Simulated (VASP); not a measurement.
Set up this calculation in VASP 6.6.1, as the native input.

```
Task                   : single point
Functional             : PBEsol
Potentials or basis    : VASP PAW PBE potentials, release 64 (Cd, S)
Cutoff                 : 520 eV
k mesh                 : 7 × 7 × 7
Occupations            : fermi-dirac, width 0.02 eV
Spin                   : no spin polarisation
Dipole correction      : no
Further INCAR settings : ALGO = Normal; EDIFF = 1e-07; NBANDS = 16
```

The structure of CdS lies in POSCAR:

```
CdS
1.0
    0.0294295346      2.9576682322      2.9576682322
    2.9576682322      0.0294295346      2.9576682322
    2.9576682322      2.9576682322      0.0294295346
Cd S
1 1
Direct
    0.0000000000      0.0000000000      0.0000000000
    0.7500000000      0.7500000000      0.7500000000
```

This cell differs from its parent crystal: equal xy, yz and zx shear strains of +1 %.

The input as run:

INCAR

```
SYSTEM = CdS
PREC = Accurate ; ENCUT = 520
EDIFF = 1E-7 ; ISMEAR = -1
SIGMA = 0.02 ; LREAL = .FALSE.
LASPH = .TRUE. ; NELM = 80
ALGO = Normal ; ISIF = 2
LWAVE = .FALSE. ; LCHARG = .FALSE.
GGA = PS ; NBANDS = 16
```

KPOINTS

```
regular mesh
0
G
  7 7 7
  0 0 0
```

Potentials or basis: VASP PAW PBE potentials, release 64 (Cd, S).

Command:

```sh
$ cat potpaw_PBE.64/Cd/POTCAR potpaw_PBE.64/S/POTCAR > POTCAR
$ mpirun -np 1 vasp_std > vasp.out
```

It gave:

```
Pressure               : -1.4 GPa
Largest force          : 0.090 eV/Å
Band gap on the k mesh : 0.94 eV, direct
```

Caveat: the cell differs from its parent crystal (equal xy, yz and zx shear strains of +1 %); the PAW data sets were made with another functional, which shifts forces and pressure a little.

Wall time 23 s on 1 thread of AMD EPYC 9R45 96-Core Processor (Zen 5) (shared host), peak memory 0.16 GiB.
